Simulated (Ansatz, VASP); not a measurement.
## One calculation of Cd3HgTe4, two programs

The input INCAR:

```
SYSTEM = Cd3HgTe4
  PREC = Accurate
  ENCUT = 520
  EDIFF = 1E-7
  ISMEAR = 0
  SIGMA = 0.1
  LREAL = .FALSE.
  LASPH = .TRUE.
  NELM = 80
  ALGO = Normal
  ISIF = 2
  LWAVE = .FALSE.
  LCHARG = .FALSE.
  GGA = PE
  NBANDS = 46
```

KPOINTS

```
Automatic mesh
0
G
  4 4 2
  0 0 0
```

The input POSCAR:

```
Cd3HgTe4
1.0
    4.3777576600      0.0000000000      0.0000000000
    0.0000000000      4.3777576600      0.0000000000
    0.0000000000      0.0000000000     12.3821685100
Cd Hg Te
3 1 4
Direct
    0.0000000000      0.0000000000      0.7500000000
    0.0000000000      0.0000000000      0.2500000000
    0.5000000000      0.5000000000      0.5000000000
    0.5000000000      0.5000000000      0.0000000000
    0.5000000000      0.0000000000      0.8750000000
    0.0000000000      0.5000000000      0.1250000000
    0.5000000000      0.0000000000      0.3750000000
    0.0000000000      0.5000000000      0.6250000000
```

Input for Ansatz:

```yaml
crystal:
  lattice:
    - [4.37775766, 0.0, 0.0]
    - [0.0, 4.37775766, 0.0]
    - [0.0, 0.0, 12.38216851]
  atoms:
    - { symbol: Cd, position: [0.0, 0.0, 0.75] }
    - { symbol: Cd, position: [0.0, 0.0, 0.25] }
    - { symbol: Cd, position: [0.5, 0.5, 0.5] }
    - { symbol: Hg, position: [0.5, 0.5, 0.0] }
    - { symbol: Te, position: [0.5, 0.0, 0.875] }
    - { symbol: Te, position: [0.0, 0.5, 0.125] }
    - { symbol: Te, position: [0.5, 0.0, 0.375] }
    - { symbol: Te, position: [0.0, 0.5, 0.625] }
basis:
  ecutwfc: 420
kpoints:
  mp_grid: { grid: [4, 4, 2] }
hamiltonian:
  xc: pbe
scf:
  occupations: { method: gaussian, width: 0.1 }
  lower_state_search: "off"
output:
  forces: true
  stress: true
  eigenvalues: true
```

Alike in both runs: task single point; functional PBE; k mesh 4 × 4 × 2; occupations gaussian, width 0.1 eV; no spin polarisation.

|  | VASP | Ansatz |
| --- | --- | --- |
| version | VASP 6.6.1 | Ansatz 0.2.0 |
| potentials or method | VASP PAW PBE potentials, release 64 (Cd, Hg, Te), cutoff 520 eV | scalar-relativistic, plane waves, PAW |
| valence electrons in the cell | 72 | 144 |

```tsv
	VASP	Ansatz	Ansatz less VASP
gap on the k mesh at the Fermi level (eV)	0.75	0.74	-0.004
least direct gap on the mesh (eV)	0.75	0.74	-0.004
pressure (GPa)	12.0	11.8	-0.22
traceless stress, the component that is largest in VASP (GPa)	-0.26	-0.26	+0.002
rms of the force components (eV/Å)	0.056	0.057	+0.0004
```

Atom by atom the forces differ by 0.001 eV/Å (rms over components). VASP's potentials hold 72 valence electrons a cell and Ansatz's 144, so a difference there can come from the potentials and not from the codes.

Neither program's run includes spin-orbit coupling.
